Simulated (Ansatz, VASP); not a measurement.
**One calculation of KCaCl3, two programs**

File INCAR:

```
PREC     = Accurate       # precision mode
ENCUT    = 520            # plane-wave cutoff, eV
EDIFF    = 1E-6           # SCF threshold, eV
ISMEAR   = 0              # smearing method
SIGMA    = 0.05           # smearing width, eV
LREAL    = F              # projectors in reciprocal space
LASPH    = T              # aspherical terms in the spheres
NELM     = 60             # most SCF steps
ALGO     = Normal         # electronic algorithm
ISIF     = 2              # what is computed and relaxed
LWAVE    = F              # write WAVECAR
LCHARG   = F              # write CHGCAR
NBANDS   = 28             # bands
```

The input KPOINTS:

```
regular mesh
0
Gamma
  6 6 6
```

Contents of POSCAR:

```
KCaCl3
1.0
    6.0543296471      0.0000000000      0.0000000000
    0.0000000000      6.0543296471      0.0000000000
    0.0000000000      0.0000000000      4.2804110605
K Ca Cl
1 1 3
Direct
    0.0000000000      0.0000000000      0.0000000000
    0.5000000000      0.5000000000      0.5000000000
    0.0000000000      0.5000000000      0.5000000000
    0.5000000000      0.0000000000      0.5000000000
    0.5000000000      0.5000000000      0.0000000000
```

Input for Ansatz:

```yaml
crystal:
  lattice:
    - [6.0543296471, 0.0, 0.0]
    - [0.0, 6.0543296471, 0.0]
    - [0.0, 0.0, 4.2804110605]
  atoms:
    - { symbol: K, position: [0.0, 0.0, 0.0] }
    - { symbol: Ca, position: [0.5, 0.5, 0.5] }
    - { symbol: Cl, position: [0.0, 0.5, 0.5] }
    - { symbol: Cl, position: [0.5, 0.0, 0.5] }
    - { symbol: Cl, position: [0.5, 0.5, 0.0] }
basis:
  ecutwfc: 420
kpoints:
  mp_grid: { grid: [6, 6, 6] }
hamiltonian:
  xc: lda
scf:
  occupations: { method: gaussian, width: 0.05 }
output:
  forces: true
  stress: true
  eigenvalues: true
```

Alike in both runs: task single point; functional LDA; k mesh 6 × 6 × 6; occupations gaussian, width 0.05 eV; no spin polarisation.

```csv
,VASP,Ansatz
version,VASP 6.6.1,Ansatz 0.2.0
potentials or method,"VASP PAW LDA potentials, release 64 (K_sv, Ca_sv, Cl), cutoff 520 eV","scalar-relativistic, plane waves, PAW"
valence electrons in the cell,40,40
```

```csv
,VASP,Ansatz,Ansatz less VASP
gap on the k mesh at the Fermi level (eV),3.59,3.61,+0.017
least direct gap on the mesh (eV),3.59,3.61,+0.017
pressure (GPa),5.2,5.1,-0.12
"traceless stress, the component that is largest in VASP (GPa)",21.86,21.59,-0.275
```

LDA's correlation is that of Perdew and Zunger in VASP and of Perdew and Wang (1992) in Ansatz.
